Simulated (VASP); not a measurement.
Wanted: the native input for a VASP 6.6.1 run.

- Task: single point
- Functional: PBE
- Potentials or basis: VASP PAW PBE potentials, release 64 (Al)
- Cutoff: 500 eV
- k mesh: 8 × 8 × 8
- Occupations: fermi-dirac, width 0.1 eV
- Spin: no spin polarisation
- Dipole correction: no
- Further INCAR settings: ALGO = Normal; EDIFF = 1e-06; NBANDS = 8

The structure of Al lies in POSCAR:

```
Al
1.0
    0.0000000000      2.0250000000      2.0250000000
    2.0250000000      0.0000000000      2.0250000000
    2.0250000000      2.0250000000      0.0000000000
Al
1
Direct
    0.0000000000      0.0000000000      0.0000000000
```

One way to write it, as run:

INCAR

```
PREC     = Accurate       # precision mode
ENCUT    = 500            # plane-wave cutoff, eV
EDIFF    = 1E-6           # SCF threshold, eV
ISMEAR   = -1             # smearing method
SIGMA    = 0.1            # smearing width, eV
LREAL    = F              # projectors in reciprocal space
LASPH    = T              # aspherical terms in the spheres
NELM     = 120            # most SCF steps
ALGO     = Normal         # electronic algorithm
ISIF     = 2              # what is computed and relaxed
LWAVE    = F              # write WAVECAR
LCHARG   = F              # write CHGCAR
GGA      = PE             # functional
NBANDS   = 8              # bands
GGA_COMPAT= F
```

KPOINTS

```
Automatic mesh
0
Gamma
  8 8 8
```

Potentials or basis: VASP PAW PBE potentials, release 64 (Al).

Command:

```bash
$ cat potpaw_PBE.64/Al/POTCAR > POTCAR
$ mpirun -np 1 vasp_std > vasp.out
```

Results of the run:

```yaml
Pressure: -0.5 GPa
```

Run time: 4.5 s on 1 thread of Intel Xeon 8259CL, on a shared host, peak memory 0.13 GiB.
